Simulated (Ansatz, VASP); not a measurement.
# ZnO: VASP beside Ansatz

Contents of POSCAR:

```
ZnO
1.0
    5.5175700700      0.0000000000      0.0000000000
    0.0000000000      5.5175700700      0.0000000000
    0.0000000000      0.0000000000      3.2587787700
Zn O
4 4
Direct
    0.1819728400      0.1819728400      0.5000000000
    0.8180271600      0.8180271600      0.5000000000
    0.6819728400      0.3180271600      0.0000000000
    0.3180271600      0.6819728400      0.0000000000
    0.8172472300      0.1827527700      0.5000000000
    0.1827527700      0.8172472300      0.5000000000
    0.6827527700      0.6827527700      0.0000000000
    0.3172472300      0.3172472300      0.0000000000
```

Contents of INCAR.step1:

```
  PREC = Accurate
  ENCUT = 520
  ISMEAR = 0
  SIGMA = 0.05
  LREAL = F
  LASPH = T
  NELM = 80
  NBANDS = 46
  GGA = PE
  ALGO = Normal
  EDIFF = 1E-4
  LWAVE = T
  LCHARG = F
```

INCAR.step2

```
  PREC = Accurate
  ENCUT = 520
  EDIFF = 1E-6
  ISMEAR = 0
  SIGMA = 0.05
  LREAL = F
  LASPH = T
  NELM = 80
  ALGO = Normal
  ISIF = 2
  LWAVE = F
  LCHARG = F
  METAGGA = R2SCAN
  LMIXTAU = T
  NBANDS = 46
  ISTART = 1
```

File KPOINTS:

```
Automatic mesh
0
Gamma
  6 6 8
```

Input for Ansatz:

```yaml
crystal:
  lattice:
    - [5.51757007, 0.0, 0.0]
    - [0.0, 5.51757007, 0.0]
    - [0.0, 0.0, 3.25877877]
  atoms:
    - { symbol: Zn, position: [0.18197284, 0.18197284, 0.5] }
    - { symbol: Zn, position: [0.81802716, 0.81802716, 0.5] }
    - { symbol: Zn, position: [0.68197284, 0.31802716, 0.0] }
    - { symbol: Zn, position: [0.31802716, 0.68197284, 0.0] }
    - { symbol: O, position: [0.81724723, 0.18275277, 0.5] }
    - { symbol: O, position: [0.18275277, 0.81724723, 0.5] }
    - { symbol: O, position: [0.68275277, 0.68275277, 0.0] }
    - { symbol: O, position: [0.31724723, 0.31724723, 0.0] }
basis:
  ecutwfc: 500
  fft_grid_basis: typed
kpoints:
  mp_grid: { grid: [6, 6, 8] }
hamiltonian:
  xc: r2scan
  pseudopotentials: { kind: paw }
scf:
  occupations: { method: gaussian, width: 0.05 }
output:
  forces: true
  stress: true
  eigenvalues: true
  bader: true
  write_density: true
  volumetric_format: npy
```

Alike in both runs: task single point; functional r2SCAN; k mesh 6 × 6 × 8; occupations gaussian, width 0.05 eV; no spin polarisation.

|  | VASP | Ansatz |
| --- | --- | --- |
| version | VASP 6.6.1 | Ansatz 0.2.0 |
| potentials or method | VASP PAW PBE potentials, release 64 (Zn, O), cutoff 520 eV | scalar-relativistic, plane waves, PAW |
| valence electrons in the cell | 72 | 72 |

|  | VASP | Ansatz | Ansatz less VASP |
| --- | --- | --- | --- |
| gap on the k mesh at the Fermi level (eV) | 1.20 | 1.21 | +0.002 |
| pressure (GPa) | 0.3 | -0.7 | -0.97 |
| traceless stress, the component that is largest in VASP (GPa) | 0.04 | -0.16 | -0.198 |
| rms of the force components (eV/Å) | 0.018 | 0.006 | -0.0123 |

VASP's potentials were made for PBE, not for r2SCAN. Atom by atom the forces differ by 0.014 eV/Å (rms over components). With one functional, cell and mesh, what is left measures potentials, basis and numerics.
